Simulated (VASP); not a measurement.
Write the native input for VASP 6.6.1 that does the following.

- Task: relaxation of cell and atoms
- Functional: PBE
- Dispersion: D4
- Potentials or basis: VASP PAW PBE potentials, release 64 (V_sv)
- Cutoff: 600 eV
- k mesh: 12 × 12 × 12
- Occupations: fermi-dirac, width 0.05 eV
- Spin: collinear spin, ferromagnetic start
- Starting moments: [2.0] μB
- Dipole correction: no
- Further INCAR settings: ALGO = Normal; EDIFF = 1e-06; IBRION = 2; EDIFFG = -0.01; NSW = 60; ISIF = 3

The structure of V lies in POSCAR:

```
V
1.0
   -1.5143500000      1.5143500000      1.5143500000
    1.5143500000     -1.5143500000      1.5143500000
    1.5143500000      1.5143500000     -1.5143500000
V
1
Direct
    0.0000000000      0.0000000000      0.0000000000
```

One way to write it, as run:

INCAR

```
SYSTEM = V
ALGO = Normal
EDIFF = 1E-6
EDIFFG = -0.01
ENCUT = 600
GGA = PE
IBRION = 2
ISIF = 3
ISMEAR = -1
ISPIN = 2
IVDW = 13
LASPH = .TRUE.
LCHARG = .FALSE.
LMAXMIX = 4
LORBIT = 11
LREAL = .FALSE.
LWAVE = .FALSE.
MAGMOM = 2
NELM = 150
NSW = 60
PREC = Accurate
SIGMA = 0.05
```

KPOINTS

```
k-points
0
G
  12 12 12
  0 0 0
```

Potentials or basis: VASP PAW PBE potentials, release 64 (V_sv).

Run with:

```bash
$ cat potpaw_PBE.64/V_sv/POTCAR > POTCAR
$ mpirun -np 1 vasp_std > vasp.out
```

Results of the run:

```json
{
 "Relaxed volume": "13.20 Å³/atom",
 "Relaxed cell": "a = 2.578 Å, b = 2.578 Å, c = 2.578 Å, α = 109.47°, β = 109.47°, γ = 109.47°",
 "Space group after relaxing (to 0.1 Å)": "Im-3m (No. 229)",
 "Energy gained by relaxing": "20.1 meV/atom",
 "Ionic steps": "3",
 "Pressure after relaxing": "-0.1 GPa",
 "Net moment": "0.00 μB per cell",
 "Valence electrons inside the program's atomic spheres": "V 11.69",
 "Dispersion energy per atom": "-0.334 eV"
}
```

Caveat: the moments typed at the start vanished in this run.

Wall time 110 s on 1 thread of Intel Xeon 8259CL, on a shared host, peak memory 0.17 GiB.
